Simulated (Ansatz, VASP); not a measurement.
One calculation of In2As2H, two programs

File INCAR:

```
ALGO = Normal ; DIPOL = 0.5 0.5 0.338
EDIFF = 1E-6 ; ENCUT = 520
GGA = PE ; IDIPOL = 3
ISIF = 2 ; ISMEAR = 0
IVDW = 12 ; LASPH = True
LCHARG = False ; LDIPOL = True
LREAL = False ; LWAVE = False
NBANDS = 26 ; NELM = 60
PREC = Accurate ; SIGMA = 0.1
```

Contents of KPOINTS:

```
k-points
0
Gamma
  6 6 1
```

POSCAR

```
In2As2H
1.0
    4.3220706691      0.0000000000      0.0000000000
   -2.1610353346      3.7430229964      0.0000000000
    0.0000000000      0.0000000000     21.7386927198
As In H
2 2 1
Direct
    0.0000000000      0.0000000000      0.1840037049
    0.3333333333      0.6666666667      0.3557112058
    0.3333333333      0.6666666667      0.2245875152
    0.6666666667      0.3333333333      0.3881876812
    0.7777777778      0.5555555556      0.5399907378
```

Input for Ansatz:

```yaml
crystal:
  lattice:
    - [4.3220706691, 0.0, 0.0]
    - [-2.1610353346, 3.7430229964, 0.0]
    - [0.0, 0.0, 21.7386927198]
  atoms:
    - { symbol: As, position: [0.0, 0.0, 0.1840037049] }
    - { symbol: In, position: [0.3333333333, 0.6666666667, 0.2245875152] }
    - { symbol: As, position: [0.3333333333, 0.6666666667, 0.3557112058] }
    - { symbol: In, position: [0.6666666667, 0.3333333333, 0.3881876812] }
    - { symbol: H, position: [0.7777777778, 0.5555555556, 0.5399907378] }
basis:
  ecutwfc: 420
kpoints:
  mp_grid: { grid: [6, 6, 1] }
hamiltonian:
  xc: pbe
  pseudopotentials: { kind: paw, azcp: { folder: soft_1 } }
  dispersion: d3bj
scf:
  occupations: { method: gaussian, width: 0.1 }
output:
  forces: true
  eigenvalues: true
efield:
  axis: 3
  dipole_correction: true
  ramp_width: 0.04
```

Alike in both runs: task single point; functional PBE; dispersion D3(BJ); k mesh 6 × 6 × 1; occupations gaussian, width 0.1 eV; no spin polarisation.

```csv
,VASP,Ansatz
version,VASP 6.6.1,Ansatz 0.2.0
potentials or method,"VASP PAW PBE potentials, release 64 (As, In_d, H), cutoff 520 eV","scalar-relativistic, plane waves, PAW"
valence electrons in the cell,37,57
```

|  | VASP | Ansatz | Ansatz less VASP |
| --- | --- | --- | --- |
| gap on the k mesh at the Fermi level (eV) | none | none | - |
| rms of the force components (eV/Å) | 0.252 | 0.250 | -0.0019 |

A gap of «none» marks a metal or a gap that the smearing closes. VASP's potentials hold 37 valence electrons a cell and Ansatz's 57, so a difference there can come from the potentials and not from the codes.
